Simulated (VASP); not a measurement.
Here is a VASP 6.6.1 calculation.

Contents of INCAR:

```
SYSTEM = BAs
PREC = Accurate
ENCUT = 600
EDIFF = 1E-6
ISMEAR = -1
SIGMA = 0.05
LREAL = .False.
LASPH = .True.
NELM = 60
ALGO = Normal
ISIF = 3
LWAVE = .False.
LCHARG = .False.
GGA = RE
IVDW = 13
IBRION = 2
NSW = 60
EDIFFG = -0.01
```

KPOINTS

```
regular mesh
0
Gamma
  10 10 10
  0 0 0
```

Contents of POSCAR:

```
BAs
1.0
    0.0000000000      2.3885000000      2.3885000000
    2.3885000000      0.0000000000      2.3885000000
    2.3885000000      2.3885000000      0.0000000000
As B
1 1
Direct
    0.7500000000      0.7500000000      0.7500000000
    0.0000000000      0.0000000000      0.0000000000
```

Potentials or basis: VASP PAW PBE potentials, release 64 (As, B).

Run with:

```console
$ cat potpaw_PBE.64/As/POTCAR potpaw_PBE.64/B/POTCAR > POTCAR
$ mpirun -np 1 vasp_std > vasp.out
```

**Question.** Estimate the space group after relaxing (to 0.05 Å).

**Answer.** F-43m (No. 216).

**Question.** Estimate the dispersion energy per atom.

**Answer.** -0.724 eV.

**Question.** Predict the relaxed cell.

**Answer.** a = 3.349 Å, b = 3.349 Å, c = 3.349 Å, α = 60.00°, β = 60.00°, γ = 60.00°.

Final structure:
```
CELL_PARAMETERS angstrom
0.00000 2.36789 2.36789
2.36789 0.00000 2.36789
2.36789 2.36789 0.00000
ATOMIC_POSITIONS crystal
As 0.75000 0.75000 0.75000
B 0.00000 0.00000 0.00000
```
